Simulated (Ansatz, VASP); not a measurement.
## Two plane-wave programs on MgCd2O3

File INCAR:

```
ALGO     = Normal         # electronic algorithm
EDIFF    = 1E-7           # SCF threshold, eV
EDIFFG   = -0.08          # ionic threshold
ENCUT    = 600            # plane-wave cutoff, eV
GGA      = PE             # functional
IBRION   = 2              # ionic algorithm
ISIF     = 3              # what is computed and relaxed
ISMEAR   = 0              # smearing method
LASPH    = True           # aspherical terms in the spheres
LCHARG   = False          # write CHGCAR
LREAL    = False          # projectors in reciprocal space
LWAVE    = False          # write WAVECAR
NELM     = 100            # most SCF steps
NSW      = 36             # ionic steps
PREC     = Accurate       # precision mode
SIGMA    = 0.15           # smearing width, eV
```

KPOINTS

```
k-points
0
Gamma
  2 2 2
```

File POSCAR:

```
MgCd2O3
1.0
    5.3000000000     -3.0750000000      0.0000000000
    5.3000000000      3.0750000000      0.0000000000
    0.0000000000      0.0000000000      5.3000000000
Mg Cd O
2 4 6
Direct
    0.1680000000      0.8320000000      0.0050000000
    0.8320000000      0.1680000000      0.5050000000
    0.1700000000      0.4900000000      0.5000000000
    0.5100000000      0.8300000000      0.5000000000
    0.8300000000      0.5100000000      0.0000000000
    0.4900000000      0.1700000000      0.0000000000
    0.1650000000      0.5250000000      0.1000000000
    0.4750000000      0.8350000000      0.1000000000
    0.1350000000      0.8650000000      0.6350000000
    0.5250000000      0.1650000000      0.6000000000
    0.8350000000      0.4750000000      0.6000000000
    0.8650000000      0.1350000000      0.1350000000
```

Input for Ansatz:

```yaml
crystal:
  lattice:
    - [5.3, -3.075, 0.0]
    - [5.3, 3.075, 0.0]
    - [0.0, 0.0, 5.3]
  atoms:
    - { symbol: Mg, position: [0.168, 0.832, 0.005] }
    - { symbol: Mg, position: [0.832, 0.168, 0.505] }
    - { symbol: Cd, position: [0.17, 0.49, 0.5] }
    - { symbol: Cd, position: [0.51, 0.83, 0.5] }
    - { symbol: Cd, position: [0.83, 0.51, 0.0] }
    - { symbol: Cd, position: [0.49, 0.17, 0.0] }
    - { symbol: O, position: [0.165, 0.525, 0.1] }
    - { symbol: O, position: [0.475, 0.835, 0.1] }
    - { symbol: O, position: [0.135, 0.865, 0.635] }
    - { symbol: O, position: [0.525, 0.165, 0.6] }
    - { symbol: O, position: [0.835, 0.475, 0.6] }
    - { symbol: O, position: [0.865, 0.135, 0.135] }
basis:
  ecutwfc: 420
kpoints:
  mp_grid: { grid: [2, 2, 2] }
hamiltonian:
  xc: pbe
scf:
  occupations: { method: gaussian, width: 0.15 }
  lower_state_search: "off"
output:
  forces: true
  stress: true
  eigenvalues: true
relax:
  adjacent_minimum: "off"
  f_tol: 0.08
  max_steps: 16
  cell: { stress_tol: 0.8 }
```

Alike in both runs: task relaxation of cell and atoms; functional PBE; k mesh 2 × 2 × 2; occupations gaussian, width 0.15 eV; no spin polarisation.

|  | VASP | Ansatz |
| --- | --- | --- |
| version | VASP 6.6.1 | Ansatz 0.2.0 |
| potentials or method | VASP PAW PBE potentials, release 64 (Mg, Cd, O), cutoff 600 eV | scalar-relativistic, plane waves, PAW |
| valence electrons in the cell | 88 | 136 |

Ansatz gave:

```
gap on the k mesh at the Fermi level, each at its own relaxed structure (eV) : 0.84
relaxed volume (Å³/atom)                                                     : 15.12
relaxed cell length with the largest relative difference (Å)                 : 5.551
```

Q: Estimate VASP's values.

A: gap on the k mesh at the Fermi level, each at its own relaxed structure (eV): 0.84; relaxed volume (Å³/atom): 15.16; relaxed cell length with the largest relative difference (Å): 5.512.

VASP's potentials hold 88 valence electrons a cell and Ansatz's 136, so a difference there can come from the potentials and not from the codes.

The k mesh is coarse, so the values compare programs but aren't converged.
